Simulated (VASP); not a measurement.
# Pt (R-3m) in VASP: a series of runs, part 2 of 2

VASP 6.6.1.

### 3 Single point, r2SCAN

This run uses another cell than the first one, of 15.20 Å³/atom.

Input file POSCAR:

```
Pt
1.0
    2.7558249768      0.0000000000      0.0000000000
   -1.3779124884      2.3866144383      0.0000000000
    0.0000000000      0.0000000000      6.9339715245
Pt
3
Direct
    0.0000000000      0.0000000000      0.0000000000
    0.3333333333      0.6666666667      0.3333333333
    0.6666666667      0.3333333333      0.6666666667
```

Input file INCAR.step1:

```
PREC = Accurate
ENCUT = 520
ISMEAR = 1
SIGMA = 0.1
LREAL = False
LASPH = True
NELM = 60
NBANDS = 22
GGA = PE
ALGO = Normal
EDIFF = 1E-4
LWAVE = True
LCHARG = False
```

Input file INCAR.step2:

```
PREC = Accurate
ENCUT = 520
EDIFF = 1E-7
ISMEAR = 1
SIGMA = 0.1
LREAL = False
LASPH = True
NELM = 60
ALGO = Normal
ISIF = 2
LWAVE = False
LCHARG = True
METAGGA = R2SCAN
LMIXTAU = True
LELF = True
LVHAR = True
NBANDS = 22
ISTART = 1
```

Input file KPOINTS:

```
Automatic mesh
0
Gamma
  18 18 8
```

Potentials or basis: VASP PAW PBE potentials, release 64 (Pt).

The run is started by

```console
cat potpaw_PBE.64/Pt/POTCAR > POTCAR
cp INCAR.step1 INCAR
mpirun -np 1 vasp_std > vasp.out
cp INCAR.step2 INCAR
mpirun -np 1 vasp_std > vasp.out
```

OUTCAR:

```text
PREC = Accurate
   ENCUT = 520
   EDIFF = 1E-7
   ISMEAR = 1
   LREAL = False
   LASPH = True
   NELM = 60
   ISIF = 2
   METAGGA = R2SCAN
   ISTART = 1

 ion  position               nearest neighbor table
   1  0.000  0.000  0.000-   2 2.81   3 2.81   3 2.81   2 2.81   3 2.81   2 2.81
   2  0.333  0.667  0.333-   1 2.81   1 2.81   1 2.81   3 2.81   3 2.81   3 2.81
   3  0.667  0.333  0.667-   1 2.81   1 2.81   1 2.81   2 2.81   2 2.81   2 2.81

  LATTYP: Found a hexagonal cell.
 ALAT       =     2.7558249768
 C/A-ratio  =     2.5161146237
[... 214 lines left out ...]
      5       7.0865      2.00000
      6       7.0865      2.00000
[... 589 lines left out ...]
     21      19.8749      0.00000
     22      22.8148      0.00000

 [... further k-points ...]
[... 5 lines left out ...]
  --------------------------------------------------------------------------------------
  -------------------------------------------------------------------------------------
  Total        0.9832711      0.9832711      0.1676667      0.0000000      0.0000000      0.0000000
  in kB       34.5436231     34.5436231      5.8903544      0.0000000      0.0000000      0.0000000
  external PRESSURE =      24.9925335 kB  Pullay stress =       0.0000000 kB

 VOLUME and BASIS-vectors are now :
 -----------------------------------------------------------------------------
  energy-cutoff  :      520.00
  volume of cell :       45.61
      direct lattice vectors                 reciprocal lattice vectors
     2.755824977  0.000000000  0.000000000     0.362867747  0.209501791  0.000000000
    -1.377912488  2.386614438  0.000000000     0.000000000  0.419003583  0.000000000
     0.000000000  0.000000000  6.933971525     0.000000000  0.000000000  0.144217494

 POSITION                                       TOTAL-FORCE (eV/Angst)
 -----------------------------------------------------------------------------------
      0.00000      0.00000      0.00000        -0.000000     -0.000000      0.000000
     -0.00000      1.59108      2.31132        -0.000000     -0.000000      0.000000
      1.37791      0.79554      4.62265         0.000000      0.000000     -0.000000
 -----------------------------------------------------------------------------------
    total drift:                               -0.000000      0.000000      0.000000

  FREE ENERGIE OF THE ION-ELECTRON SYSTEM (eV)
  ---------------------------------------------------
  free  energy   TOTEN  =      -154.4864579931 eV

  energy  without entropy=     -154.4855476384  energy(sigma->0) =     -154.48615454
```

OSZICAR.step1:

```text
N       E                     dE             d eps       ncg     rms          rms(c)
DAV:   1     0.176283702868E+03    0.17628E+03   -0.15323E+04 11832   0.131E+03
DAV:   2    -0.151061663526E+02   -0.19139E+03   -0.17874E+03 12604   0.290E+02
DAV:   3    -0.193591175177E+02   -0.42530E+01   -0.41764E+01 13854   0.432E+01
DAV:   4    -0.193888266522E+02   -0.29709E-01   -0.29689E-01 13438   0.377E+00
DAV:   5    -0.193891301791E+02   -0.30353E-03   -0.30352E-03 13954   0.412E-01    0.219E+01
DAV:   6    -0.183766320122E+02    0.10125E+01   -0.18516E+00 13258   0.105E+01    0.115E+01
DAV:   7    -0.182664961013E+02    0.11014E+00   -0.44460E-01 13720   0.502E+00    0.324E+00
DAV:   8    -0.182534270132E+02    0.13069E-01   -0.53686E-02 12826   0.172E+00    0.107E+00
DAV:   9    -0.182527376627E+02    0.68935E-03   -0.61365E-04 13594   0.189E-01    0.277E-02
DAV:  10    -0.182527573558E+02   -0.19693E-04   -0.84731E-06  7400   0.210E-02
   1 F= -.18252757E+02 E0= -.18252478E+02  d E =-.837747E-03
```

Run time: 8.3 min. Hardware: 1 thread of Intel Xeon 6975P-C (Granite Rapids), shared host; peak memory 0.32 GiB.

Results:

| Item | Value |
| --- | --- |
| Free energy | -154.4865 eV |
| Pressure | 2.5 GPa |
| Band gap on the k mesh | zero (bands 15 and 16 overlap by 1.93 eV) |

Levels at points of the mesh, in eV from the Fermi level:
```csv
k point,band 12,band 13,band 14,band 15,band 16,band 17,band 18,band 19
"(0.00, 0.00, 0.00)",-3.33,-1.71,-1.71,-0.81,-0.81,-0.81,-0.81,10.33
"(0.50, 0.00, 0.00)",0.21,0.21,0.52,0.53,1.97,2.67,2.67,6.85
"(0.00, 0.00, 0.50)",-1.71,-1.71,-1.71,-1.71,-0.48,-0.03,-0.03,5.71
"(0.50, 0.00, 0.50)",-0.18,-0.06,0.16,0.35,0.35,3.30,3.30,6.25
```

Caveat: the PAW data sets were made with another functional, which shifts forces and pressure a little; spin-orbit coupling is left out, which moves the levels of the heavy elements.

### 4 Single point, r2SCAN

This run uses another cell than the first one, of 15.45 Å³/atom.

Input file POSCAR:

```
Pt
1.0
    2.8114982086      0.0000000000      0.0000000000
   -1.4057491043      2.4348288714      0.0000000000
    0.0000000000      0.0000000000      6.7729781432
Pt
3
Direct
    0.0000000000      0.0000000000      0.0000000000
    0.3333333333      0.6666666667      0.3333333333
    0.6666666667      0.3333333333      0.6666666667
```

Input file INCAR.step1:

```
SYSTEM = Pt
  ALGO = Normal
  EDIFF = 1E-4
  ENCUT = 520
  GGA = PE
  ISMEAR = 1
  LASPH = .True.
  LCHARG = .False.
  LREAL = .False.
  LWAVE = .True.
  NBANDS = 22
  NELM = 80
  PREC = Accurate
  SIGMA = 0.1
```

Input file INCAR.step2:

```
SYSTEM = Pt
  ALGO = Normal
  EDIFF = 1E-6
  ENCUT = 520
  ISIF = 2
  ISMEAR = 1
  ISTART = 1
  LASPH = .True.
  LCHARG = .False.
  LMIXTAU = .True.
  LREAL = .False.
  LWAVE = .False.
  METAGGA = R2SCAN
  NBANDS = 22
  NELM = 80
  PREC = Accurate
  SIGMA = 0.1
```

Input file KPOINTS:

```
k-points
0
Gamma
  18 18 8
  0 0 0
```

Potentials or basis: VASP PAW PBE potentials, release 64 (Pt).

The run is started by

```console
cat potpaw_PBE.64/Pt/POTCAR > POTCAR
cp INCAR.step1 INCAR
mpirun -np 1 vasp_std > vasp.out
cp INCAR.step2 INCAR
mpirun -np 1 vasp_std > vasp.out
```

OUTCAR:

```text
SYSTEM = Pt
   EDIFF = 1E-6
   ENCUT = 520
   ISIF = 2
   ISMEAR = 1
   ISTART = 1
   LASPH = .True.
   LREAL = .False.
   METAGGA = R2SCAN
   NELM = 80
   PREC = Accurate

 ion  position               nearest neighbor table
   1  0.000  0.000  0.000-   2 2.78   3 2.78   3 2.78   2 2.78   3 2.78   2 2.78
   2  0.333  0.667  0.333-   1 2.78   1 2.78   1 2.78   3 2.78   3 2.78   3 2.78
   3  0.667  0.333  0.667-   1 2.78   1 2.78   1 2.78   2 2.78   2 2.78   2 2.78

  LATTYP: Found a hexagonal cell.
 ALAT       =     2.8114982086
 C/A-ratio  =     2.4090280842

  Lattice vectors:

 A1 = (   2.8114982086,   0.0000000000,   0.0000000000)
 A2 = (  -1.4057491043,   2.4348288714,   0.0000000000)
 A3 = (   0.0000000000,   0.0000000000,   6.7729781432)

Analysis of symmetry for initial positions (statically):
=====================================================================
 Subroutine PRICEL returns following result:

  LATTYP: Found a trigonal (rhomboedric) cell.
 ALAT       =     2.7806234208
 COS(alpha) =     0.4888348067

  Lattice vectors:
[... 177 lines left out ...]

 Free energy of the ion-electron system (eV)
  ---------------------------------------------------
  ext. energy  EPLUGINS =         0.00000000
  ---------------------------------------------------
  free energy    TOTEN  =      -154.49027187 eV

  energy without entropy =     -154.48869415  energy(sigma->0) =     -154.48974596

 E-fermi :  10.5450     XC(G=0): -14.4617

 val. band max:       10.5449361223   @ k =   0.3333   0.0556   0.5000
 cond. band min:      10.5456266884   @ k =   0.2222   0.0556   0.3750
 fundamental gap:      0.0006905661
 Fermi energy:        10.5449632942

 k-point     1 :       0.0000    0.0000    0.0000
  band No.  band energies     occupation
      1       0.3373      2.00000
      2       3.1556      2.00000
      3       3.1556      2.00000
      4       6.7157      2.00000
      5       6.7157      2.00000
      6       6.9185      2.00000
[... 589 lines left out ...]
     21      19.2672      0.00000
     22      22.1265      0.00000

 [... further k-points ...]
[... 5 lines left out ...]
  --------------------------------------------------------------------------------------
  -------------------------------------------------------------------------------------
  Total       -0.7866540     -0.7866540     -0.2992838     -0.0000000      0.0000000      0.0000000
  in kB      -27.1836896    -27.1836896    -10.3420784     -0.0000000      0.0000000      0.0000000
  external PRESSURE =     -21.5698192 kB  Pullay stress =       0.0000000 kB

 VOLUME and BASIS-vectors are now :
 -----------------------------------------------------------------------------
  energy-cutoff  :      520.00
  volume of cell :       46.36
      direct lattice vectors                 reciprocal lattice vectors
     2.811498209  0.000000000  0.000000000     0.355682247  0.205353241  0.000000000
    -1.405749104  2.434828871  0.000000000     0.000000000  0.410706482  0.000000000
     0.000000000  0.000000000  6.772978143     0.000000000  0.000000000  0.147645538

 POSITION                                       TOTAL-FORCE (eV/Angst)
 -----------------------------------------------------------------------------------
      0.00000      0.00000      0.00000        -0.000000      0.000000     -0.000000
     -0.00000      1.62322      2.25766        -0.000000     -0.000000      0.000000
      1.40575      0.81161      4.51532         0.000000      0.000000     -0.000000
 -----------------------------------------------------------------------------------
    total drift:                               -0.000000      0.000000     -0.000000

  FREE ENERGIE OF THE ION-ELECTRON SYSTEM (eV)
  ---------------------------------------------------
  free  energy   TOTEN  =      -154.4902718679 eV

  energy  without entropy=     -154.4886941509  energy(sigma->0) =     -154.48974596
```

Run time: 18 min. Hardware: 1 thread of Oxide Virtual Turin-like, shared host; peak memory 0.3 GiB.

Results:

- Free energy: -154.4903 eV
- Pressure: -2.2 GPa
- Band gap on the k mesh: zero (bands 15 and 16 overlap by 1.94 eV)

Caveat: the PAW data sets were made with another functional, which shifts forces and pressure a little; spin-orbit coupling is left out, which moves the levels of the heavy elements.

### 5 Overview

```csv
cell,gap on the mesh (eV),pressure (GPa)
"a = 2.756, b = 2.756, c = 6.896 Å, angles 90.0, 90.0, 120.0°, 3 atoms",none,4.0
"a = 2.756, b = 2.756, c = 6.934 Å, angles 90.0, 90.0, 120.0°, 3 atoms",none,2.5
"a = 2.811, b = 2.811, c = 6.773 Å, angles 90.0, 90.0, 120.0°, 3 atoms",none,-2.2
```

Alike in all rows: task single point; level r2SCAN; potentials or basis VASP PAW PBE potentials, release 64 (Pt); no spin polarisation; k mesh 18 × 18 × 8; cutoff (eV) 520; smearing methfessel-paxton 0.1 eV.

Caveats: the PAW data sets were made with another functional, which shifts forces and pressure a little; spin-orbit coupling is left out, which moves the levels of the heavy elements; the cell stands under pressure (at least some runs).

Absolute energies hang on the potentials; compare differences alone.
